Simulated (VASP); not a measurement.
Set up this calculation in VASP 6.6.1, as the native input.

| Quantity | Value |
| --- | --- |
| Task | single point |
| Functional | LDA |
| Potentials or basis | VASP PAW LDA potentials, release 64 (Li_sv, F) |
| Cutoff | 520 eV |
| k mesh | 10 × 10 × 10 |
| Occupations | gaussian, width 0.01 eV |
| Spin | no spin polarisation |
| Dipole correction | no |
| Further INCAR settings | ALGO = Normal; EDIFF = 1e-07; NBANDS = 12 |

The structure of LiF lies in POSCAR:

```
LiF
1.0
    1.9642372081      1.9642372081      0.0000000000
   -1.9642372081      1.9642372081      0.0000000000
    0.0000000000      1.9642372081      1.9486014890
Li F
1 1
Direct
    0.0000000000      0.0000000000      0.0000000000
    0.5000000000      0.5000000000      0.0000000000
```

This cell differs from its parent crystal: in-plane strain +0.005, then relaxed in part.

The input as run:

INCAR

```
SYSTEM = LiF
PREC = Accurate
ENCUT = 520
EDIFF = 1E-7
ISMEAR = 0
SIGMA = 0.01
LREAL = .False.
LASPH = .True.
NELM = 80
ALGO = Normal
ISIF = 2
LWAVE = .False.
LCHARG = .False.
GGA = CA
NBANDS = 12
```

KPOINTS

```
regular mesh
0
Gamma
  10 10 10
  0 0 0
```

Potentials or basis: VASP PAW LDA potentials, release 64 (Li_sv, F).

The run is started by

```sh
$ cat potpaw_LDA.64/Li_sv/POTCAR potpaw_LDA.64/F/POTCAR > POTCAR
$ mpirun -np 1 vasp_std > vasp.out
```

Results of the run:

| Item | Value |
| --- | --- |
| Band gap on the k mesh | 9.61 eV, direct |

Caveat: the cell differs from its parent crystal (in-plane strain +0.005, then relaxed in part).

It took 45 s on 1 thread of AMD EPYC 7R13, with other jobs on the host, peak memory 0.1 GiB.
